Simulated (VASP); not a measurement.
BN, 4 atoms in the cell. The structure is hexagonal, space group P6_3/mmc (No. 194). Conventional cell: a = 2.438 Å, b = 2.438 Å, c = 6.527 Å, α = 90.00°, β = 90.00°, γ = 120.00°. Within 1.9 Å of B (site symmetry -6m2) lie 3 N at 1.41 Å. N (site symmetry -6m2) has 3 B at 1.41 Å within 1.9 Å.  This cell differs from its parent crystal: volume 8.401 Å^3 an atom, c/a of the conventional cell 2.6771.

- Program: VASP 6.6.1
- Task: single point
- Functional: PBEsol
- Potentials or basis: VASP PAW PBE potentials, release 64 (B, N)
- Cutoff: 520 eV
- k mesh: 12 × 12 × 4
- Occupations: gaussian, width 0.05 eV
- Spin: no spin polarisation
- Dipole correction: no
- Further INCAR settings: ALGO = Normal; EDIFF = 1e-06; NBANDS = 16

Potentials or basis: VASP PAW PBE potentials, release 64 (B, N).

Launch:

```sh
$ cat potpaw_PBE.64/B/POTCAR potpaw_PBE.64/N/POTCAR > POTCAR
$ mpirun -np 1 vasp_std > vasp.out
```

Hardware: 1 thread of AMD EPYC 9R45 96-Core Processor (Zen 5) (shared host).

Q: Estimate the wall time of this run.

A: Wall time 16 s on 1 thread of AMD EPYC 9R45 96-Core Processor (Zen 5) (shared host), peak memory 0.12 GiB. Counts: scf iterations 13, k points 57.
